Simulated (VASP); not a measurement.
Set up this calculation in VASP 6.6.1, as the native input.

| Quantity | Value |
| --- | --- |
| Task | single point |
| Functional | r2SCAN |
| Potentials or basis | VASP PAW PBE potentials, release 64 (Mo_sv, S) |
| Cutoff | 520 eV |
| k mesh | 12 × 12 × 2 |
| Occupations | fermi-dirac, width 0.1 eV |
| Spin | no spin polarisation |
| Dipole correction | no |
| Further INCAR settings | ALGO = Normal; EDIFF = 1e-06; NBANDS = 20 |

The system is MoS2, a slab with vacuum.

```
CELL_PARAMETERS angstrom
3.15229 0.00000 0.00000
-1.57614 2.72995 0.00000
0.00000 0.00000 17.33460
ATOMIC_POSITIONS crystal
Mo 0.00000 0.00000 0.00000
S 0.33333 0.66667 0.08949
S 0.33333 0.66667 0.91051
```

These files were run (other wordings do the same):

POSCAR

```
MoS2
1.0
    3.1522887000      0.0000000000      0.0000000000
   -1.5761394000      2.7299547000      0.0000000000
    0.0000000000      0.0000000000     17.3346000000
Mo S
1 2
Direct
    0.0000000000      0.0000000000      0.0000000000
    0.3333333333      0.6666666667      0.0894900000
    0.3333333333      0.6666666667      0.9105100000
```

INCAR.step1

```
ALGO = Normal ; EDIFF = 1E-4
ENCUT = 520 ; GGA = PE
ISMEAR = -1 ; LASPH = T
LCHARG = F ; LREAL = F
LWAVE = T ; NBANDS = 20
NELM = 60 ; PREC = Accurate
SIGMA = 0.1
```

INCAR.step2

```
ALGO = Normal ; EDIFF = 1E-6
ENCUT = 520 ; ISIF = 2
ISMEAR = -1 ; ISTART = 1
LASPH = T ; LCHARG = F
LMIXTAU = T ; LREAL = F
LWAVE = F ; METAGGA = R2SCAN
NBANDS = 20 ; NELM = 60
PREC = Accurate ; SIGMA = 0.1
```

KPOINTS

```
k-points
0
Gamma
  12 12 2
```

Potentials or basis: VASP PAW PBE potentials, release 64 (Mo_sv, S).

The run is started by

```sh
$ cat potpaw_PBE.64/Mo_sv/POTCAR potpaw_PBE.64/S/POTCAR > POTCAR
$ cp INCAR.step1 INCAR
$ mpirun -np 1 vasp_std > vasp.out
$ cp INCAR.step2 INCAR
$ mpirun -np 1 vasp_std > vasp.out
```

Results of the run:

```
Largest force          : 0.232 eV/Å
Band gap on the k mesh : 1.87 eV (least direct gap 1.87 eV)
```

Caveat: there is no dipole correction, which matters where the two faces differ; the PAW data sets were made with another functional, which shifts forces and pressure a little.

Run time: 9.3 min on 1 thread of AMD EPYC 7R43 64-Core Processor (Zen 3) (shared host), peak memory 0.32 GiB.
